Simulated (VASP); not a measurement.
# SnO2 (P6_3/mmc) in VASP: notebook

The runs below take SnO2 through single point, with PBEsol, LDA, BLYP.

All numbers are computed with VASP 6.6.1; they aren't measurements. Logs are shortened: lines on timing, memory, paths and dates and some standing lists are left out, and cuts for length are marked.

### Step 1. The cell of the first run

The structure is hexagonal, space group P6_3/mmc (No. 194). Conventional cell: a = 3.231 Å, b = 3.231 Å, c = 10.791 Å, α = 90.00°, β = 90.00°, γ = 120.00°. Within 2.8 Å of Sn (site symmetry -3m) lie 6 O at 2.12 Å. Within 2.8 Å of O (site symmetry 3m) lie 3 Sn at 2.12 Å and 3 O at 2.76 Å.

### Step 2. Single point, PBEsol

Input file INCAR:

```
SYSTEM = SnO2
  PREC = Accurate
  ENCUT = 520
  EDIFF = 1E-6
  ISMEAR = 0
  SIGMA = 0.01
  LREAL = .False.
  LASPH = .True.
  NELM = 100
  ALGO = Normal
  ISIF = 2
  LWAVE = .False.
  LCHARG = .True.
  GGA = PS
  LELF = .True.
  LVHAR = .True.
  NBANDS = 35
```

Input file KPOINTS:

```
Automatic mesh
0
Gamma
  12 12 2
  0 0 0
```

Input file POSCAR:

```
SnO2
1.0
    3.2305800000      0.0000000000      0.0000000000
   -1.6152900000      2.7977600000      0.0000000000
    0.0000000000      0.0000000000     10.7905600000
Sn O
2 4
Direct
    0.0000000000      0.0000000000      0.5000000000
    0.0000000000      0.0000000000      0.0000000000
    0.6666666667      0.3333333333      0.4058600000
    0.6666666667      0.3333333333      0.0941400000
    0.3333333333      0.6666666667      0.5941400000
    0.3333333333      0.6666666667      0.9058600000
```

Potentials or basis: VASP PAW PBE potentials, release 64 (Sn_d, O).

Command:

```sh
> cat potpaw_PBE.64/Sn_d/POTCAR potpaw_PBE.64/O/POTCAR > POTCAR
> mpirun -np 1 vasp_std > vasp.out
```

OUTCAR:

```text
SYSTEM = SnO2
   PREC = Accurate
   ENCUT = 520
   EDIFF = 1E-6
   ISMEAR = 0
   LREAL = .False.
   LASPH = .True.
   NELM = 100
   ISIF = 2
   GGA = PS

 ion  position               nearest neighbor table
   1  0.000  0.000  0.500-   5 2.12   3 2.12   5 2.12   3 2.12   3 2.12   5 2.12
   2  0.000  0.000  0.000-   6 2.12   4 2.12   6 2.12   4 2.12   4 2.12   6 2.12
   3  0.667  0.333  0.406-   1 2.12   1 2.12   1 2.12
   4  0.667  0.333  0.094-   2 2.12   2 2.12   2 2.12
   5  0.333  0.667  0.594-   1 2.12   1 2.12   1 2.12
   6  0.333  0.667  0.906-   2 2.12   2 2.12   2 2.12

  LATTYP: Found a hexagonal cell.
 ALAT       =     3.2305800000
 C/A-ratio  =     3.3401308743

  Lattice vectors:

 A1 = (   3.2305800000,   0.0000000000,   0.0000000000)
 A2 = (  -1.6152900000,   2.7977600000,   0.0000000000)
 A3 = (   0.0000000000,   0.0000000000,  10.7905600000)

Analysis of symmetry for initial positions (statically):
=====================================================================
 Subroutine PRICEL returns:
 Original cell was already a primitive cell.

 Routine SETGRP: Setting up the symmetry group for a
 hexagonal supercell.

 Subroutine GETGRP returns: Found 24 space group operations
 (whereof 12 operations were pure point group operations)
 out of a pool of 24 trial point group operations.

The static configuration has the point symmetry D_3d.
 The point group associated with its full space group is D_6h.

Analysis of symmetry for dynamics (positions and initial velocities):
=====================================================================
 Subroutine PRICEL returns:
 Original cell was already a primitive cell.

 Routine SETGRP: Setting up the symmetry group for a
 hexagonal supercell.

 Subroutine GETGRP returns: Found 24 space group operations
 (whereof 12 operations were pure point group operations)
 out of a pool of 24 trial point group operations.

The dynamic configuration has the point symmetry D_3d.
 The point group associated with its full space group is D_6h.

 Subroutine INISYM returns: Found 24 space group operations
 (whereof 12 operations are pure point group operations),
 and found     1 'primitive' translations

----------------------------------------------------------------------------------------

                                     Primitive cell

  volume of cell :      97.5293

  direct lattice vectors                    reciprocal lattice vectors
     3.230580000  0.000000000  0.000000000     0.309541940  0.178714400  0.000000000
    -1.615290000  2.797760000  0.000000000     0.000000000  0.357428800  0.000000000
     0.000000000  0.000000000 10.790560000     0.000000000  0.000000000  0.092673596

  length of vectors
     3.230580000  3.230576234 10.790560000     0.357428383  0.357428800  0.092673596

  position of ions in fractional coordinates (direct lattice)
     0.000000000  0.000000000  0.500000000
     0.000000000  0.000000000  0.000000000
     0.666666667  0.333333333  0.405860000
     0.666666667  0.333333333  0.094140000
     0.333333333  0.666666667  0.594140000
     0.333333333  0.666666667  0.905860000

  ion indices of the primitive-cell ions
   primitive index   ion index
                 1           1
                 2           2
                 3           3
                 4           4
                 5           5
                 6           6

----------------------------------------------------------------------------------------

 KPOINTS: Automatic mesh

Automatic generation of k-mesh.
 Grid dimensions read from file:
 generate k-points for:   12   12    2

 Generating k-lattice:

  Cartesian coordinates                     Fractional coordinates (reciprocal lattice)
     0.025795162  0.014892867  0.000000000     0.083333333  0.000000000  0.000000000
     0.000000000  0.029785733  0.000000000     0.000000000  0.083333333  0.000000000
     0.000000000  0.000000000  0.046336798     0.000000000  0.000000000  0.500000000

  Length of vectors
     0.029785699  0.029785733  0.046336798

  Shift w.r.t. Gamma in fractional coordinates (k-lattice)
     0.000000000  0.000000000  0.000000000

 Subroutine IBZKPT returns following result:
 ===========================================

 Found     38 irreducible k-points:

 Following reciprocal coordinates:
            Coordinates               Weight
  0.000000  0.000000  0.000000      1.000000
  0.083333  0.000000  0.000000      6.000000
  0.166667  0.000000  0.000000      6.000000
  0.250000  0.000000  0.000000      6.000000
  0.333333  0.000000  0.000000      6.000000
  0.416667  0.000000  0.000000      6.000000
[... 16 lines left out ...]
  0.250000  0.000000  0.500000      6.000000
  0.333333  0.000000  0.500000      6.000000
 [... further k-points ...]
   k-points           NKPTS =     38   k-points in BZ     NKDIM =     38   number of bands    NBANDS=     35
   number of dos      NEDOS =    301   number of ions     NIONS =      6
   total plane-waves  NPLWV =  46080
   dimension x,y,z NGX =    24 NGY =   24 NGZ =   80
   dimension x,y,z NGXF=    48 NGYF=   48 NGZF=  160
   ions per type =               2   4
   NGX,Y,Z   is equivalent  to a cutoff of  12.35, 12.35, 12.33 a.u.
   NGXF,Y,Z  is equivalent  to a cutoff of  24.70, 24.70, 24.65 a.u.
 SYSTEM =  SnO2
   PREC   = accura    normal or accurate (medium, high low for compatibility)
   ISTART =      0    job   : 0-new  1-cont  2-samecut
   ICHARG =      2    charge: 1-file 2-atom 10-const
   ISPIN  =      1    spin polarized calculation?
   LNONCOLLINEAR =      F non collinear calculations
   LSORBIT =      F    spin-orbit coupling
   LASPH  =      T    aspherical Exc in radial PAW
   ENCUT  =  520.0 eV  38.22 Ry    6.18 a.u.   6.01  6.01 20.06*2*pi/ulx,y,z
   NELM   =    100;   NELMIN=  2; NELMDL= -5     # of ELM steps
   EDIFF  = 0.1E-05   stopping-criterion for ELM
   LREAL  =      F    real-space projection
   EDIFFG = 0.1E-04   stopping-criterion for IOM
   NSW    =      0    number of steps for IOM
   IBRION =     -1    ionic relax: 0-MD 1-quasi-New 2-CG
   NFREE  =      0    steps in history (QN), initial steepest desc. (CG)
   ISIF   =      2    stress and relaxation
   ISYM   =      2    0-nonsym 1-usesym 2-fastsym
   POTIM  = 0.5000    time-step for ionic-motion
   TEBEG  =    0.0;   TEEND  =   0.0 temperature during run
   PSTRESS=    0.0 pullay stress
   NELECT =      52.0000    total number of electrons
   NUPDOWN=      -1.0000    fix difference up-down
   EMIN   =  10.00;   EMAX   =-10.00  energy-range for DOS
   EFERMI =   0.00;   METHOD = LEGACY
   ISMEAR =     0;   SIGMA  =   0.01  broadening in eV -4-tet -1-fermi 0-gaus
   EFERMI_NEDOS =   21; number of points for ismear=-14 and -15
   IALGO  =     38    algorithm
   IMIX   =      4    mixing-type and parameters
     AMIX     =   0.40;   BMIX     =  1.00
     AMIX_MAG =   1.60;   BMIX_MAG =  1.00
  volume/ion in A,a.u.               =      16.25       109.69
  Fermi-wavevector in a.u.,A,eV,Ry     =   1.327489  2.508591 23.976558  1.762227
  Thomas-Fermi vector in A             =   2.456798
   LORBIT       =      0    0 simple, 1 ext, 2 COOP (PROOUT), +10 PAW based schemes
   GGA     = PS    functional components
   LHFCALC =     F    Hartree Fock is set to
   AEXX    =    0.0000 exact exchange contribution
   IVDW    =     0    specifies the selected vdW correction
   LEPSILON=     F    determine dielectric tensor
   LRPA    =     F    only Hartree local field effects (RPA)
 non-spin polarized calculation
 Gauss-broadening in eV      SIGMA  =   0.01
  energy-cutoff  :      520.00
  volume of cell :       97.53
 maximum number of plane-waves:      2670
   NGX = 13   NGY = 13   NGZ = 41

 number of electron      51.9999996 magnetization

 Free energy of the ion-electron system (eV)
  ---------------------------------------------------
  ext. energy  EPLUGINS =         0.00000000
  ---------------------------------------------------
  free energy    TOTEN  =       -38.51400555 eV

  energy without entropy =      -38.51400555  energy(sigma->0) =      -38.51400555

 E-fermi :   2.1003     XC(G=0):  -9.3493

 val. band max:        1.9904004772   @ k =   0.2500   0.2500   0.0000
 cond. band min:       4.0373206715   @ k =   0.0000   0.0000   0.0000
 fundamental gap:      2.0469201943
 Fermi energy:         2.1003385993

 k-point     1 :       0.0000    0.0000    0.0000
  band No.  band energies     occupation
      1     -17.9479      2.00000
      2     -17.9471      2.00000
      3     -17.7242      2.00000
      4     -17.7242      2.00000
      5     -17.7242      2.00000
      6     -17.7242      2.00000
[... 27 lines left out ...]
     34      12.9426      0.00000
     35      12.9827      0.00000

 k-point     2 :       0.0833    0.0000    0.0000
  band No.  band energies     occupation
      1     -17.9214      2.00000
      2     -17.9207      2.00000
      3     -17.7788      2.00000
      4     -17.7784      2.00000
      5     -17.7095      2.00000
      6     -17.7095      2.00000
[... 27 lines left out ...]
     34      12.9681      0.00000
     35      13.0896      0.00000

 k-point     3 :       0.1667    0.0000    0.0000
  band No.  band energies     occupation
      1     -17.9666      2.00000
      2     -17.9654      2.00000
      3     -17.8151      2.00000
      4     -17.8145      2.00000
      5     -17.6737      2.00000
      6     -17.6737      2.00000
[... 27 lines left out ...]
     34      13.0276      0.00000
     35      13.4611      0.00000
[... 723 lines left out ...]
 k-point    23 :       0.2500    0.0000    0.5000
  band No.  band energies     occupation
      1     -18.1619      2.00000
      2     -18.1619      2.00000
      3     -17.7304      2.00000
      4     -17.7304      2.00000
      5     -17.6422      2.00000
      6     -17.6422      2.00000
[... 27 lines left out ...]
     34      13.1289      0.00000
     35      13.9190      0.00000

 k-point    24 :       0.3333    0.0000    0.5000
  band No.  band energies     occupation
      1     -18.3441      2.00000
      2     -18.3441      2.00000
      3     -17.6867      2.00000
      4     -17.6867      2.00000
      5     -17.6333      2.00000
      6     -17.6333      2.00000
[... 27 lines left out ...]
     34      13.3847      0.00000
     35      14.2449      0.00000

 [... further k-points ...]
[... 5 lines left out ...]
  --------------------------------------------------------------------------------------
  -------------------------------------------------------------------------------------
  Total       -2.9349062     -2.9348971     -1.1193340      0.0000000      0.0000000      0.0000000
  in kB      -48.2136337    -48.2134838    -18.3880356      0.0000000      0.0000000      0.0000000
  external PRESSURE =     -38.2717177 kB  Pullay stress =       0.0000000 kB

 VOLUME and BASIS-vectors are now :
 -----------------------------------------------------------------------------
  energy-cutoff  :      520.00
  volume of cell :       97.53
      direct lattice vectors                 reciprocal lattice vectors
     3.230580000  0.000000000  0.000000000     0.309541940  0.178714400  0.000000000
    -1.615290000  2.797760000  0.000000000     0.000000000  0.357428800  0.000000000
     0.000000000  0.000000000 10.790560000     0.000000000  0.000000000  0.092673596

 POSITION                                       TOTAL-FORCE (eV/Angst)
 -----------------------------------------------------------------------------------
      0.00000      0.00000      5.39528         0.000000      0.000000      0.000000
      0.00000      0.00000      0.00000         0.000000      0.000000      0.000000
      1.61529      0.93259      4.37946        -0.000000     -0.000000      0.334902
      1.61529      0.93259      1.01582         0.000000      0.000000     -0.334902
     -0.00000      1.86517      6.41110        -0.000000      0.000000     -0.334902
     -0.00000      1.86517      9.77474        -0.000000     -0.000000      0.334902
 -----------------------------------------------------------------------------------
    total drift:                               -0.000000      0.000000      0.000000

  FREE ENERGIE OF THE ION-ELECTRON SYSTEM (eV)
  ---------------------------------------------------
  free  energy   TOTEN  =       -38.5140055470 eV

  energy  without entropy=      -38.5140055470  energy(sigma->0) =      -38.51400555
```

It took 1.8 min on 1 thread of AMD EPYC 7R13 (Zen 3), shared host; peak memory 0.23 GiB.

What came out:

```
Free energy            : -38.5140 eV
Pressure               : -3.8 GPa
Largest force          : 0.335 eV/Å
Band gap on the k mesh : 2.05 eV (least direct gap 2.45 eV)
```

Forces on the atoms (eV/Å):
```
Sn   0.000  0.000  0.000
Sn   0.000  0.000  0.000
O    0.000  0.000  0.335
O    0.000  0.000 -0.335
O    0.000  0.000 -0.335
O    0.000  0.000  0.335
```

Levels at points of the mesh, in eV from the valence-band top:
```
           k point  band 22  band 23  band 24  band 25  band 26  band 27  band 28  band 29  band 30  band 31
(0.00, 0.00, 0.00)    -0.90    -0.90    -0.88    -0.88    -0.41     2.05     2.75     5.31     5.65    10.11
(0.50, 0.00, 0.00)    -1.18    -0.56    -0.53    -0.46    -0.09     5.04     5.16     6.84     7.41     9.82
(0.00, 0.00, 0.50)    -0.89    -0.89    -0.89    -0.72    -0.72     2.41     2.41     5.49     5.49    10.20
(0.50, 0.00, 0.50)    -1.33    -0.54    -0.54    -0.26    -0.26     5.10     5.10     7.11     7.11    10.01
```

Caveat: the cell stands under tension; the PAW data sets were made with another functional, which shifts forces and pressure a little; spin-orbit coupling is left out, which moves the levels of the heavy elements. A k mesh can miss the band edges.

### Step 3. Single point, LDA

Input file INCAR:

```
SYSTEM = SnO2
ALGO     = Normal         ! electronic algorithm
EDIFF    = 1E-6           ! SCF threshold, eV
ENCUT    = 520            ! plane-wave cutoff, eV
GGA      = CA             ! functional
ISIF     = 2              ! what is computed and relaxed
ISMEAR   = 0              ! smearing method
LASPH    = .True.         ! aspherical terms in the spheres
LCHARG   = .False.        ! write CHGCAR
LREAL    = .False.        ! projectors in reciprocal space
LWAVE    = .False.        ! write WAVECAR
NBANDS   = 35             ! bands
NELM     = 80             ! most SCF steps
PREC     = Accurate       ! precision mode
SIGMA    = 0.01           ! smearing width, eV
```

Input file KPOINTS:

```
k-points
0
Gamma
  12 12 2
  0 0 0
```

POSCAR is that of step 2.

Potentials or basis: VASP PAW LDA potentials, release 64 (Sn_d, O).

Command:

```sh
> cat potpaw_LDA.64/Sn_d/POTCAR potpaw_LDA.64/O/POTCAR > POTCAR
> mpirun -np 1 vasp_std > vasp.out
```

Run time: 81 s. Hardware: 1 thread of AMD EPYC 7R13 (Zen 3), shared host; peak memory 0.2 GiB.

The run converged. Its results:

| Item | Value |
| --- | --- |
| Free energy | -40.7292 eV |
| Pressure | -7.1 GPa |
| Largest force | 0.637 eV/Å |
| Band gap on the k mesh | 1.95 eV (least direct gap 2.38 eV) |

Forces on the atoms (eV/Å):
```
Sn   0.000  0.000  0.000
Sn   0.000  0.000  0.000
O    0.000  0.000  0.637
O    0.000  0.000 -0.637
O    0.000  0.000 -0.637
O    0.000  0.000  0.637
```

Stress tensor (GPa, compression positive):
```
-8.35  0.00  0.00
 0.00 -8.35  0.00
 0.00  0.00 -4.70
```

Levels at points of the mesh, in eV from the valence-band top:
```
           k point  band 23  band 24  band 25  band 26  band 27  band 28  band 29  band 30
(0.00, 0.00, 0.00)    -0.91    -0.88    -0.88    -0.42     1.95     2.69     5.23     5.58
(0.50, 0.00, 0.00)    -0.58    -0.54    -0.47    -0.09     4.93     5.07     6.73     7.33
(0.00, 0.00, 0.50)    -0.89    -0.89    -0.76    -0.76     2.33     2.33     5.41     5.41
(0.50, 0.00, 0.50)    -0.56    -0.56    -0.26    -0.26     5.00     5.00     7.02     7.02
```

Caveat: the cell stands under tension; spin-orbit coupling is left out, which moves the levels of the heavy elements. A k mesh can miss the band edges.

### Step 4. Single point, BLYP

Input file INCAR:

```
PREC     = Accurate       # precision mode
ENCUT    = 520            # plane-wave cutoff, eV
EDIFF    = 1E-6           # SCF threshold, eV
ISMEAR   = 0              # smearing method
SIGMA    = 0.01           # smearing width, eV
LREAL    = False          # projectors in reciprocal space
LASPH    = True           # aspherical terms in the spheres
NELM     = 80             # most SCF steps
ALGO     = Normal         # electronic algorithm
ISIF     = 2              # what is computed and relaxed
LWAVE    = False          # write WAVECAR
LCHARG   = False          # write CHGCAR
GGA      = B5             # functional
ALDAX    = 1.0          
AGGAX    = 1.0          
AGGAC    = 1.0          
ALDAC    = 0.0          
NBANDS   = 35             # bands
```

Input file KPOINTS:

```
regular mesh
0
Gamma
  12 12 2
```

POSCAR is that of step 3.

Potentials or basis: VASP PAW PBE potentials, release 64 (Sn_d, O).

Command:

```sh
> cat potpaw_PBE.64/Sn_d/POTCAR potpaw_PBE.64/O/POTCAR > POTCAR
> mpirun -np 1 vasp_std > vasp.out
```

Wall time 1.9 min (1 thread of AMD EPYC 7R13 (Zen 3), shared host); peak memory 0.23 GiB.

It converged, with:

* Free energy: -33.8591 eV
* Pressure: 4.0 GPa
* Largest force: 0.140 eV/Å
* Band gap on the k mesh: 2.07 eV (least direct gap 2.46 eV)

Forces on the atoms (eV/Å):
```
Sn   0.000  0.000  0.000
Sn   0.000  0.000  0.000
O    0.000  0.000 -0.140
O    0.000  0.000  0.140
O    0.000  0.000  0.140
O    0.000  0.000 -0.140
```

Stress tensor (GPa, compression positive):
```
5.07 0.00 0.00
0.00 5.07 0.00
0.00 0.00 1.94
```

Levels at points of the mesh, in eV from the valence-band top:
```tsv
k point	band 23	band 24	band 25	band 26	band 27	band 28	band 29	band 30
(0.00, 0.00, 0.00)	-0.86	-0.84	-0.84	-0.40	2.07	2.77	5.50	5.87
(0.50, 0.00, 0.00)	-0.54	-0.51	-0.46	-0.08	5.07	5.20	7.02	7.61
(0.00, 0.00, 0.50)	-0.85	-0.85	-0.72	-0.72	2.43	2.43	5.69	5.69
(0.50, 0.00, 0.50)	-0.52	-0.52	-0.25	-0.25	5.13	5.13	7.30	7.30
```

Caveat: the cell stands under pressure; the PAW data sets were made with another functional, which shifts forces and pressure a little; spin-orbit coupling is left out, which moves the levels of the heavy elements.

### Step 5. Summary

```tsv
level	potentials or basis	gap on the mesh (eV)	pressure (GPa)	largest force (eV/Å)
PBEsol	VASP PAW PBE potentials, release 64 (Sn_d, O)	2.05	-3.8	0.33
LDA	VASP PAW LDA potentials, release 64 (Sn_d, O)	1.95	-7.1	0.64
BLYP	VASP PAW PBE potentials, release 64 (Sn_d, O)	2.07	4.0	0.14
```

Alike in all rows: task single point; no spin polarisation; cell as given; k mesh 12 × 12 × 2; cutoff (eV) 520; smearing gaussian 0.01 eV.

Caveats: spin-orbit coupling is left out, which moves the levels of the heavy elements; the cell stands under tension (at least some runs); the PAW data sets were made with another functional, which shifts forces and pressure a little (at least some runs); the cell stands under pressure (at least some runs).

Absolute energies hang on the potentials; compare differences alone.
